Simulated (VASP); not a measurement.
# ScAl (Pm-3m) in VASP: single point with r2SCAN

Aim: the single point of ScAl with r2SCAN.

All numbers are computed with VASP 6.6.1; they aren't measurements. Logs are shortened: lines on timing, memory, paths and dates and some standing lists are left out, and cuts for length are marked.

### 1 The cell of the first run

The structure is cubic, space group Pm-3m (No. 221). The conventional cell has a = 3.421 Å, b = 3.421 Å, c = 3.421 Å, α = 90.00°, β = 90.00°, γ = 90.00°. Within 3.9 Å of Sc (site symmetry m-3m) lie 8 Al at 2.96 Å and 6 Sc at 3.42 Å. Within 3.9 Å of Al (site symmetry m-3m) lie 8 Sc at 2.96 Å and 6 Al at 3.42 Å.

### 2 Single point, r2SCAN (strain +0.015 along x and y, +0.015 along z)

The input, POSCAR:

```
ScAl
1.0
    3.4209042045      0.0000000000      0.0000000000
    0.0000000000      3.4209042045      0.0000000000
    0.0000000000      0.0000000000      3.4209042045
Sc Al
1 1
Direct
    0.5000000000      0.5000000000      0.5000000000
    0.0000000000      0.0000000000      0.0000000000
```

The input, INCAR.step1:

```
SYSTEM = ScAl
  ALGO = Normal
  EDIFF = 1E-4
  ENCUT = 520
  GGA = PE
  ISMEAR = 0
  LASPH = .True.
  LCHARG = .False.
  LREAL = .False.
  LWAVE = .True.
  NBANDS = 14
  NELM = 60
  PREC = Accurate
  SIGMA = 0.15
```

The input, INCAR.step2:

```
SYSTEM = ScAl
  ALGO = Normal
  EDIFF = 1E-6
  ENCUT = 520
  ISIF = 2
  ISMEAR = 0
  ISTART = 1
  LASPH = .True.
  LCHARG = .False.
  LMIXTAU = .True.
  LREAL = .False.
  LWAVE = .False.
  METAGGA = R2SCAN
  NBANDS = 14
  NELM = 60
  PREC = Accurate
  SIGMA = 0.15
```

The input, KPOINTS:

```
k-points
0
Gamma
  14 14 14
  0 0 0
```

Potentials or basis: VASP PAW PBE potentials, release 64 (Sc_sv, Al).

Run with:

```bash
$ cat potpaw_PBE.64/Sc_sv/POTCAR potpaw_PBE.64/Al/POTCAR > POTCAR
$ cp INCAR.step1 INCAR
$ mpirun -np 1 vasp_std > vasp.out
$ cp INCAR.step2 INCAR
$ mpirun -np 1 vasp_std > vasp.out
```

OUTCAR:

```text
SYSTEM = ScAl
   EDIFF = 1E-6
   ENCUT = 520
   ISIF = 2
   ISMEAR = 0
   ISTART = 1
   LASPH = .True.
   LREAL = .False.
   METAGGA = R2SCAN
   NELM = 60
   PREC = Accurate

 ion  position               nearest neighbor table
   1  0.500  0.500  0.500-   2 2.96   2 2.96   2 2.96   2 2.96   2 2.96   2 2.96   2 2.96   2 2.96

   2  0.000  0.000  0.000-   1 2.96   1 2.96   1 2.96   1 2.96   1 2.96   1 2.96   1 2.96   1 2.96

  LATTYP: Found a simple cubic cell.
 ALAT       =     3.4209042045

  Lattice vectors:

 A1 = (   3.4209042045,   0.0000000000,   0.0000000000)
 A2 = (   0.0000000000,   3.4209042045,   0.0000000000)
 A3 = (   0.0000000000,   0.0000000000,   3.4209042045)

Analysis of symmetry for initial positions (statically):
=====================================================================
 Subroutine PRICEL returns:
 Original cell was already a primitive cell.

 Routine SETGRP: Setting up the symmetry group for a
 simple cubic supercell.

 Subroutine GETGRP returns: Found 48 space group operations
 (whereof 48 operations were pure point group operations)
 out of a pool of 48 trial point group operations.

The static configuration has the point symmetry O_h .

Analysis of symmetry for dynamics (positions and initial velocities):
=====================================================================
 Subroutine PRICEL returns:
 Original cell was already a primitive cell.

 Routine SETGRP: Setting up the symmetry group for a
 simple cubic supercell.

 Subroutine GETGRP returns: Found 48 space group operations
 (whereof 48 operations were pure point group operations)
 out of a pool of 48 trial point group operations.

The dynamic configuration has the point symmetry O_h .

 Subroutine INISYM returns: Found 48 space group operations
 (whereof 48 operations are pure point group operations),
 and found     1 'primitive' translations

----------------------------------------------------------------------------------------

                                     Primitive cell

  volume of cell :      40.0334

  direct lattice vectors                    reciprocal lattice vectors
     3.420904205  0.000000000  0.000000000     0.292320375  0.000000000  0.000000000
     0.000000000  3.420904205  0.000000000     0.000000000  0.292320375  0.000000000
     0.000000000  0.000000000  3.420904205     0.000000000  0.000000000  0.292320375

  length of vectors
     3.420904205  3.420904205  3.420904205     0.292320375  0.292320375  0.292320375

  position of ions in fractional coordinates (direct lattice)
     0.500000000  0.500000000  0.500000000
     0.000000000  0.000000000  0.000000000

  ion indices of the primitive-cell ions
   primitive index   ion index
                 1           1
                 2           2

----------------------------------------------------------------------------------------

 KPOINTS: k-points

Automatic generation of k-mesh.
 Grid dimensions read from file:
 generate k-points for:   14   14   14

 Generating k-lattice:

  Cartesian coordinates                     Fractional coordinates (reciprocal lattice)
     0.020880027  0.000000000  0.000000000     0.071428571  0.000000000  0.000000000
     0.000000000  0.020880027  0.000000000     0.000000000  0.071428571  0.000000000
     0.000000000  0.000000000  0.020880027     0.000000000  0.000000000  0.071428571

  Length of vectors
     0.020880027  0.020880027  0.020880027

  Shift w.r.t. Gamma in fractional coordinates (k-lattice)
     0.000000000  0.000000000  0.000000000

 Subroutine IBZKPT returns following result:
 ===========================================

 Found    120 irreducible k-points:

 Following reciprocal coordinates:
            Coordinates               Weight
  0.000000  0.000000  0.000000      1.000000
  0.071429  0.000000  0.000000      6.000000
  0.142857  0.000000  0.000000      6.000000
  0.214286  0.000000  0.000000      6.000000
  0.285714  0.000000  0.000000      6.000000
  0.357143  0.000000  0.000000      6.000000
[... 16 lines left out ...]
  0.285714  0.214286  0.000000     24.000000
  0.357143  0.214286  0.000000     24.000000
 [... further k-points ...]
   k-points           NKPTS =    120   k-points in BZ     NKDIM =    120   number of bands    NBANDS=     14
   number of dos      NEDOS =    301   number of ions     NIONS =      2
   total plane-waves  NPLWV =  21952
   dimension x,y,z NGX =    28 NGY =   28 NGZ =   28
   dimension x,y,z NGXF=    56 NGYF=   56 NGZF=   56
   ions per type =               1   1
   NGX,Y,Z   is equivalent  to a cutoff of  13.61, 13.61, 13.61 a.u.
   NGXF,Y,Z  is equivalent  to a cutoff of  27.21, 27.21, 27.21 a.u.
 SYSTEM =  ScAl
   PREC   = accura    normal or accurate (medium, high low for compatibility)
   ISTART =      1    job   : 0-new  1-cont  2-samecut
   ICHARG =      0    charge: 1-file 2-atom 10-const
   ISPIN  =      1    spin polarized calculation?
   LNONCOLLINEAR =      F non collinear calculations
   LSORBIT =      F    spin-orbit coupling
   LASPH  =      T    aspherical Exc in radial PAW
   ENCUT  =  520.0 eV  38.22 Ry    6.18 a.u.   6.36  6.36  6.36*2*pi/ulx,y,z
   NELM   =     60;   NELMIN=  2; NELMDL=  0     # of ELM steps
   EDIFF  = 0.1E-05   stopping-criterion for ELM
   LREAL  =      F    real-space projection
   EDIFFG = 0.1E-04   stopping-criterion for IOM
   NSW    =      0    number of steps for IOM
   IBRION =     -1    ionic relax: 0-MD 1-quasi-New 2-CG
   NFREE  =      0    steps in history (QN), initial steepest desc. (CG)
   ISIF   =      2    stress and relaxation
   ISYM   =      2    0-nonsym 1-usesym 2-fastsym
   POTIM  = 0.5000    time-step for ionic-motion
   TEBEG  =    0.0;   TEEND  =   0.0 temperature during run
   PSTRESS=    0.0 pullay stress
   NELECT =      14.0000    total number of electrons
   NUPDOWN=      -1.0000    fix difference up-down
   EMIN   =  10.00;   EMAX   =-10.00  energy-range for DOS
   EFERMI =   0.00;   METHOD = LEGACY
   ISMEAR =     0;   SIGMA  =   0.15  broadening in eV -4-tet -1-fermi 0-gaus
   EFERMI_NEDOS =   21; number of points for ismear=-14 and -15
   IALGO  =     38    algorithm
   IMIX   =      4    mixing-type and parameters
     AMIX     =   0.40;   BMIX     =  1.00
     AMIX_MAG =   1.60;   BMIX_MAG =  1.00
  volume/ion in A,a.u.               =      20.02       135.08
  Fermi-wavevector in a.u.,A,eV,Ry     =   1.153391  2.179593 18.099980  1.330311
  Thomas-Fermi vector in A             =   2.290035
   LORBIT       =      0    0 simple, 1 ext, 2 COOP (PROOUT), +10 PAW based schemes
   METAGGA = R2SCAN    functional components
   LHFCALC =     F    Hartree Fock is set to
   AEXX    =    0.0000 exact exchange contribution
   IVDW    =     0    specifies the selected vdW correction
   LEPSILON=     F    determine dielectric tensor
   LRPA    =     F    only Hartree local field effects (RPA)
 non-spin polarized calculation
 Gauss-broadening in eV      SIGMA  =   0.15
  energy-cutoff  :      520.00
  volume of cell :       40.03
 maximum number of plane-waves:      1108
 NGX is ok and might be reduce to    28
   NGX = 13   NGY = 13   NGZ = 13

 number of electron      13.9999996 magnetization

 Free energy of the ion-electron system (eV)
  ---------------------------------------------------
  ext. energy  EPLUGINS =         0.00000000
  ---------------------------------------------------
  free energy    TOTEN  =       -19.04683584 eV

  energy without entropy =      -19.03763317  energy(sigma->0) =      -19.04223450

 E-fermi :   5.8293     XC(G=0): -10.8395

 val. band max:        5.8221767071   @ k =   0.3571   0.0714   0.0714
 cond. band min:       5.8613903392   @ k =   0.4286   0.1429   0.0000
 fundamental gap:      0.0392136322
 Fermi energy:         5.8292771364

 k-point     1 :       0.0000    0.0000    0.0000
  band No.  band energies     occupation
      1     -45.9403      2.00000
      2     -23.5511      2.00000
      3     -23.5511      2.00000
      4     -23.5511      2.00000
      5      -3.0631      2.00000
      6       5.1688      2.00000
      7       5.1688      2.00000
      8       8.6160      0.00000
      9       8.6160      0.00000
     10       8.6160      0.00000
     11       9.4821      0.00000
     12       9.4821      0.00000
     13       9.4821      0.00000
     14      14.4196      0.00000

 k-point     2 :       0.0714    0.0000    0.0000
  band No.  band energies     occupation
      1     -45.9397      2.00000
      2     -23.5591      2.00000
      3     -23.5504      2.00000
      4     -23.5504      2.00000
      5      -2.9890      2.00000
      6       5.0780      2.00000
      7       5.2075      2.00000
      8       8.3361      0.00000
      9       8.3361      0.00000
     10       8.6266      0.00000
     11       9.2724      0.00000
     12       9.8129      0.00000
     13       9.8129      0.00000
     14      14.2985      0.00000

 k-point     3 :       0.1429    0.0000    0.0000
  band No.  band energies     occupation
      1     -45.9379      2.00000
      2     -23.5814      2.00000
      3     -23.5484      2.00000
      4     -23.5484      2.00000
      5      -2.7686      2.00000
      6       4.7556      2.00000
      7       5.3198      2.00000
      8       7.8877      0.00000
      9       7.8877      0.00000
     10       8.6566      0.00000
     11       8.9195      0.00000
     12      10.4175      0.00000
     13      10.4175      0.00000
     14      13.9585      0.00000

 k-point     4 :       0.2143    0.0000    0.0000
  band No.  band energies     occupation
      1     -45.9354      2.00000
      2     -23.6135      2.00000
      3     -23.5455      2.00000
      4     -23.5455      2.00000
      5      -2.4084      2.00000
      6       4.1417      2.00000
      7       5.4936      1.99845
      8       7.4710      0.00000
      9       7.4710      0.00000
     10       8.7005      0.00000
     11       8.7847      0.00000
     12      11.1049      0.00000
     13      11.1049      0.00000
     14      13.4648      0.00000

 k-point     5 :       0.2857    0.0000    0.0000
  band No.  band energies     occupation
      1     -45.9326      2.00000
      2     -23.6489      2.00000
      3     -23.5423      2.00000
      4     -23.5423      2.00000
      5      -1.9193      2.00000
      6       3.3018      2.00000
      7       5.7062      1.75395
      8       7.1256      0.00000
      9       7.1256      0.00000
     10       8.7502      0.00000
     11       8.9307      0.00000
[... 276 lines left out ...]
 k-point    22 :       0.2143    0.2143    0.0000
  band No.  band energies     occupation
      1     -45.9306      2.00000
      2     -23.6090      2.00000
      3     -23.6039      2.00000
      4     -23.5400      2.00000
      5      -1.7962      2.00000
      6       4.4597      2.00000
      7       4.6001      2.00000
      8       6.7704      0.00000
      9       7.4347      0.00000
     10       8.1358      0.00000
     11       9.3664      0.00000
     12      10.1601      0.00000
     13      12.1670      0.00000
     14      13.6878      0.00000

 k-point    23 :       0.2857    0.2143    0.0000
  band No.  band energies     occupation
      1     -45.9278      2.00000
      2     -23.6412      2.00000
      3     -23.6023      2.00000
      4     -23.5369      2.00000
      5      -1.3433      2.00000
      6       3.7223      2.00000
      7       4.7775      2.00000
      8       6.6628      0.00000
      9       7.2805      0.00000
     10       8.0825      0.00000
     11       9.3316      0.00000
     12      10.4133      0.00000
     13      12.6994      0.00000
     14      13.3823      0.00000

 k-point    24 :       0.3571    0.2143    0.0000
  band No.  band energies     occupation
      1     -45.9254      2.00000
      2     -23.6721      2.00000
      3     -23.5988      2.00000
      4     -23.5340      2.00000
      5      -0.7979      2.00000
      6       2.8533      2.00000
      7       5.0571      2.00000
      8       6.5122      0.00000
      9       7.0993      0.00000
     10       8.1205      0.00000
     11       9.3910      0.00000
     12      10.8239      0.00000
     13      12.9573      0.00000
     14      13.2113      0.00000

 [... further k-points ...]

------------------------ aborting loop because EDIFF is reached ----------------------------------------

  FORCE on cell =-STRESS in cart. coord.  units (eV):
  Direction    XX          YY          ZZ          XY          YZ          ZX
  --------------------------------------------------------------------------------------
  -------------------------------------------------------------------------------------
  Total       -0.7983687     -0.7983687     -0.7983687     -0.0000000     -0.0000000      0.0000000
  in kB      -31.9515085    -31.9515085    -31.9515085     -0.0000000     -0.0000000      0.0000000
  external PRESSURE =     -31.9515085 kB  Pullay stress =       0.0000000 kB

 VOLUME and BASIS-vectors are now :
 -----------------------------------------------------------------------------
  energy-cutoff  :      520.00
  volume of cell :       40.03
      direct lattice vectors                 reciprocal lattice vectors
     3.420904205  0.000000000  0.000000000     0.292320375  0.000000000  0.000000000
     0.000000000  3.420904205  0.000000000     0.000000000  0.292320375  0.000000000
     0.000000000  0.000000000  3.420904205     0.000000000  0.000000000  0.292320375

 POSITION                                       TOTAL-FORCE (eV/Angst)
 -----------------------------------------------------------------------------------
      1.71045      1.71045      1.71045         0.000000      0.000000      0.000000
      0.00000      0.00000      0.00000         0.000000      0.000000      0.000000
 -----------------------------------------------------------------------------------
    total drift:                                0.000000      0.000000      0.000000

  FREE ENERGIE OF THE ION-ELECTRON SYSTEM (eV)
  ---------------------------------------------------
  free  energy   TOTEN  =       -19.0468358419 eV

  energy  without entropy=      -19.0376331674  energy(sigma->0) =      -19.04223450
```

It took 2.9 min on 1 thread of AMD EPYC 7R13 (Zen 3), shared host; peak memory 0.18 GiB.

What came out:

- Free energy: -19.0468 eV
- Pressure: -3.2 GPa
- Band gap on the k mesh: zero (bands 7 and 8 overlap by 1.24 eV)

Caveat: the cell differs from its parent crystal (strain +0.015 along x and y, +0.015 along z); the cell stands under tension; the PAW data sets were made with another functional, which shifts forces and pressure a little.

The gap in the log of VASP goes by the Fermi energy; the results here count the filled bands.